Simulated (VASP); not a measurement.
Input of a VASP 6.6.1 run:

File INCAR:

```
PREC = Accurate
ENCUT = 520
EDIFF = 1E-6
ISMEAR = 0
SIGMA = 0.15
LREAL = F
LASPH = T
NELM = 80
ALGO = Fast
ISIF = 2
LWAVE = F
LCHARG = T
GGA = PS
LELF = T
LVHAR = T
NBANDS = 19
```

Contents of KPOINTS:

```
Automatic mesh
0
Gamma
  18 18 10
```

The input POSCAR:

```
Zr
1.0
    3.2804781959      0.0000000000      0.0000000000
   -1.6402390979      2.8409774542      0.0000000000
    0.0000000000      0.0000000000      4.9925900000
Zr
2
Direct
    0.3333333333      0.6666666667      0.2500000000
    0.6666666667      0.3333333333      0.7500000000
```

Potentials or basis: VASP PAW PBE potentials, release 64 (Zr_sv).

The run is started by

```bash
$ cat potpaw_PBE.64/Zr_sv/POTCAR > POTCAR
$ mpirun -np 1 vasp_std > vasp.out
```

**Question.** What does it give for the band gap on the k mesh?

**Answer.** Zero (bands 12 and 13 overlap by 1.19 eV).

**Question.** Predict the pressure.

**Answer.** -2.9 GPa.

Stress tensor (GPa, compression positive):
```
-4.44  0.00  0.00
 0.00 -4.44  0.00
 0.00  0.00  0.16
```

Caveat: the cell differs from its parent crystal (strain +0.015 along x and y, -0.030 along z); the PAW data sets were made with another functional, which shifts forces and pressure a little.
